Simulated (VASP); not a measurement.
ZrBr, 4 atoms in the cell. The typed cell holds 4 atoms: a = 3.555 Å, b = 3.550 Å, c = 10.237 Å, α = 89.45°, β = 89.17°, γ = 120.00°.  This cell differs from its parent crystal: strained and its atoms moved.

```yaml
Program: VASP 6.6.1
Task: single point
Functional: PBEsol
Potentials_or_basis: VASP PAW PBE potentials, release 64 (Zr_sv, Br)
Cutoff: 520 eV
k_mesh: 12 × 12 × 4
Occupations: gaussian, width 0.1 eV
Spin: no spin polarisation
Dipole_correction: no
Further_INCAR_settings: ALGO = Normal; EDIFF = 1e-07; NBANDS = 27
```

Potentials or basis: VASP PAW PBE potentials, release 64 (Zr_sv, Br).

Launch:

```bash
$ cat potpaw_PBE.64/Zr_sv/POTCAR potpaw_PBE.64/Br/POTCAR > POTCAR
$ mpirun -np 1 vasp_std > vasp.out
```

Hardware: 1 thread of Intel(R) Xeon(R) 6975P-C (Granite Rapids), with other jobs on the host.

Problem. Estimate the wall time of this run.

Solution. Run time: 6.3 min on 1 thread of Intel(R) Xeon(R) 6975P-C (Granite Rapids), on a shared host, peak memory 0.82 GiB. Counts: scf iterations 16, k points 292.
